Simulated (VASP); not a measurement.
Set up this calculation in VASP 6.6.1, as the native input.

```yaml
Task: single point
Functional: PBEsol
Potentials_or_basis: VASP PAW PBE potentials, release 64 (K_sv, Br)
Cutoff: 520 eV
k_mesh: 6 × 6 × 6
Occupations: gaussian, width 0.05 eV
Spin: no spin polarisation
Dipole_correction: no
Further_INCAR_settings: ALGO = Normal; EDIFF = 1e-07; NBANDS = 15
```

The structure of KBr lies in POSCAR:

```
KBr
1.0
    0.0000000000      3.2748785852      3.2748785852
    3.2748785852      0.0000000000      3.2748785852
    3.2748785852      3.2748785852      0.0000000000
K Br
1 1
Direct
    0.0000000000      0.0000000000      0.0000000000
    0.5000000000      0.5000000000      0.5000000000
```

These files were run (other wordings do the same):

INCAR

```
ALGO     = Normal         # electronic algorithm
EDIFF    = 1E-7           # SCF threshold, eV
ENCUT    = 520            # plane-wave cutoff, eV
GGA      = PS             # functional
ISIF     = 2              # what is computed and relaxed
ISMEAR   = 0              # smearing method
LASPH    = True           # aspherical terms in the spheres
LCHARG   = False          # write CHGCAR
LREAL    = False          # projectors in reciprocal space
LWAVE    = False          # write WAVECAR
NBANDS   = 15             # bands
NELM     = 100            # most SCF steps
PREC     = Accurate       # precision mode
SIGMA    = 0.05           # smearing width, eV
```

KPOINTS

```
k-points
0
Gamma
  6 6 6
```

Potentials or basis: VASP PAW PBE potentials, release 64 (K_sv, Br).

The run is started by

```sh
$ cat potpaw_PBE.64/K_sv/POTCAR potpaw_PBE.64/Br/POTCAR > POTCAR
$ mpirun -np 1 vasp_std > vasp.out
```

Results of the run:

```
Pressure               : 0.1 GPa
Band gap on the k mesh : 4.34 eV, direct
```

Caveat: the PAW data sets were made with another functional, which shifts forces and pressure a little.

Run time: 19 s on 1 thread of Intel(R) Xeon(R) Platinum 8259CL CPU @ 2.50GHz (Skylake/Cascade Lake), on a shared host, peak memory 0.2 GiB.
